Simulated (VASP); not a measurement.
Set up this calculation in VASP 6.6.1, as the native input.

| Item | Value |
| --- | --- |
| Task | single point |
| Functional | PBE |
| Potentials or basis | VASP PAW PBE potentials, release 64 (Ti_sv, Se, F) |
| Cutoff | 520 eV |
| k mesh | 8 × 8 × 6 |
| Occupations | gaussian, width 0.02 eV |
| Spin | no spin polarisation |
| Dipole correction | no |
| Further INCAR settings | ALGO = Normal; EDIFF = 1e-06; NBANDS = 24 |

The structure of TiSeF2 lies in POSCAR:

```
TiSeF2
1.0
    3.8850656204      0.0000000000      0.0000000000
    0.0000000000      3.8850656204      0.0000000000
    0.0000000000      0.0000000000      5.3164794680
Ti Se F
1 1 2
Direct
    0.5000000000      0.5000000000      0.9502017816
    0.5000000000      0.5000000000      0.5301384371
    0.5000000000      0.0000000000      0.0098283210
    0.0000000000      0.5000000000      0.0098283210
```

These files were run (other wordings do the same):

INCAR

```
PREC = Accurate
ENCUT = 520
EDIFF = 1E-6
ISMEAR = 0
SIGMA = 0.02
LREAL = False
LASPH = True
NELM = 100
ALGO = Normal
ISIF = 2
LWAVE = False
LCHARG = False
GGA = PE
NBANDS = 24
```

KPOINTS

```
regular mesh
0
Gamma
  8 8 6
```

Potentials or basis: VASP PAW PBE potentials, release 64 (Ti_sv, Se, F).

Launch:

```sh
$ cat potpaw_PBE.64/Ti_sv/POTCAR potpaw_PBE.64/Se/POTCAR potpaw_PBE.64/F/POTCAR > POTCAR
$ mpirun -np 1 vasp_std > vasp.out
```

Results of the run:

The pressure is 0.2 GPa, the largest force is 0.028 eV/Å and the band gap on the k mesh is 0.82 eV (least direct gap 0.98 eV).

Run time: 110 s on 1 thread of Intel(R) Xeon(R) Platinum 8488C (Sapphire Rapids) (shared host), peak memory 0.25 GiB.
